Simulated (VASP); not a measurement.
Here is a VASP 6.6.1 calculation.

INCAR

```
ALGO = Normal ; EDIFF = 1E-7
ENCUT = 520 ; GGA = PE
ISIF = 2 ; ISMEAR = 0
LASPH = T ; LCHARG = T
LELF = T ; LREAL = F
LVHAR = T ; LWAVE = F
NBANDS = 24 ; NELM = 100
PREC = Accurate ; SIGMA = 0.1
```

KPOINTS

```
k-points
0
Gamma
  8 8 8
```

POSCAR

```
RbSbS3
1.0
    5.3435402953      0.0000000000      0.0000000000
    0.0000000000      5.3435402953      0.0000000000
    0.0000000000      0.0000000000      5.3435402953
Rb Sb S
1 1 3
Direct
    0.5000000000      0.5000000000      0.5000000000
    0.0000000000      0.0000000000      0.0000000000
    0.0000000000      0.5000000000      0.5000000000
    0.5000000000      0.0000000000      0.5000000000
    0.5000000000      0.5000000000      0.0000000000
```

Potentials or basis: VASP PAW PBE potentials, release 64 (Rb_sv, Sb, S).

The run is started by

```sh
$ cat potpaw_PBE.64/Rb_sv/POTCAR potpaw_PBE.64/Sb/POTCAR potpaw_PBE.64/S/POTCAR > POTCAR
$ mpirun -np 1 vasp_std > vasp.out
```

(1) Predict the pressure.

(2) Estimate the band gap on the k mesh.

## Answers

(1) 0.1 GPa.

(2) zero (band 16 reaches 2.28 eV, above the bottom of band 17 at 1.40 eV).

Caveat: spin-orbit coupling is left out, which moves the levels of the heavy elements.
